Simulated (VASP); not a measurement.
A run of VASP 6.6.1 is set up as follows.

POSCAR

```
Sc
1.0
   -1.6480790000      1.6480790000      1.6480790000
    1.6480790000     -1.6480790000      1.6480790000
    1.6480790000      1.6480790000     -1.6480790000
Sc
1
Direct
    0.0000000000      0.0000000000      0.0000000000
```

INCAR.step1

```
SYSTEM = Sc
ALGO = Normal
EDIFF = 1E-4
ENCUT = 520
GGA = PE
ISMEAR = -1
LASPH = .True.
LCHARG = .False.
LREAL = .False.
LWAVE = .True.
NBANDS = 12
NELM = 60
PREC = Accurate
SIGMA = 0.1
```

File INCAR.step2:

```
SYSTEM = Sc
ALGO = Normal
EDIFF = 1E-6
ENCUT = 520
ISIF = 2
ISMEAR = -1
ISTART = 1
LASPH = .True.
LCHARG = .False.
LMIXTAU = .True.
LREAL = .False.
LWAVE = .False.
METAGGA = R2SCAN
NBANDS = 12
NELM = 60
PREC = Accurate
SIGMA = 0.1
```

File KPOINTS:

```
k-points
0
Gamma
  14 14 14
  0 0 0
```

Potentials or basis: VASP PAW PBE potentials, release 64 (Sc_sv).

Run with:

```bash
$ cat potpaw_PBE.64/Sc_sv/POTCAR > POTCAR
$ cp INCAR.step1 INCAR
$ mpirun -np 1 vasp_std > vasp.out
$ cp INCAR.step2 INCAR
$ mpirun -np 1 vasp_std > vasp.out
```

Problem. What does it give for the pressure?

Solution. 30.9 GPa.

Caveat: the PAW data sets were made with another functional, which shifts forces and pressure a little.
